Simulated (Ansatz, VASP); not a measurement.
# One calculation of ZnSe3, two programs

File INCAR:

```
SYSTEM = ZnSe3
PREC = Accurate
ENCUT = 500
EDIFF = 1E-6
ISMEAR = 0
SIGMA = 0.1
LREAL = .False.
LASPH = .True.
NELM = 120
ALGO = Normal
ISIF = 2
LWAVE = .False.
LCHARG = .False.
GGA = PE
NBANDS = 23
GGA_COMPAT = .False.
```

The input KPOINTS:

```
Automatic mesh
0
Gamma
  4 4 4
  0 0 0
```

The input POSCAR:

```
ZnSe3
1.0
    2.3870164300     -3.6888615700      0.0000000000
    2.3870164300      3.6888615700      0.0000000000
    0.0000000000      0.0000000000      6.0447182300
Zn Se
1 3
Direct
    0.5000000000      0.5000000000      0.5000000000
    0.2482707900      0.7517292100      0.5000000000
    0.7517292100      0.2482707900      0.5000000000
    0.0000000000      0.0000000000      0.5000000000
```

Input for Ansatz:

```yaml
crystal:
  lattice:
    - [2.38701643, -3.68886157, 0.0]
    - [2.38701643, 3.68886157, 0.0]
    - [0.0, 0.0, 6.04471823]
  atoms:
    - { symbol: Zn, position: [0.5, 0.5, 0.5] }
    - { symbol: Se, position: [0.24827079, 0.75172921, 0.5] }
    - { symbol: Se, position: [0.75172921, 0.24827079, 0.5] }
    - { symbol: Se, position: [0.0, 0.0, 0.5] }
basis:
  ecutwfc: 420
kpoints:
  mp_grid: { grid: [4, 4, 4] }
hamiltonian:
  xc: pbe
scf:
  occupations: { method: gaussian, width: 0.1 }
  lower_state_search: "off"
output:
  forces: true
  stress: true
  eigenvalues: true
```

Alike in both runs: task single point; functional PBE; k mesh 4 × 4 × 4; occupations gaussian, width 0.1 eV; no spin polarisation.

|  | VASP | Ansatz |
| --- | --- | --- |
| version | VASP 6.6.1 | Ansatz 0.2.0 |
| potentials or method | VASP PAW PBE potentials, release 64 (Zn, Se), cutoff 500 eV | scalar-relativistic, plane waves, PAW |
| valence electrons in the cell | 30 | 60 |

|  | VASP | Ansatz | Ansatz less VASP |
| --- | --- | --- | --- |
| gap on the k mesh at the Fermi level (eV) | none | none | - |
| rms of the force components (eV/Å) | 4.259 | 4.090 | -0.1695 |

Atom by atom the forces differ by 0.170 eV/Å (rms over components). A gap of «none» marks a metal or a gap that the smearing closes. VASP's potentials hold 30 valence electrons a cell and Ansatz's 60, so a difference there can come from the potentials and not from the codes.

The k mesh is coarse, so the values compare programs but aren't converged.
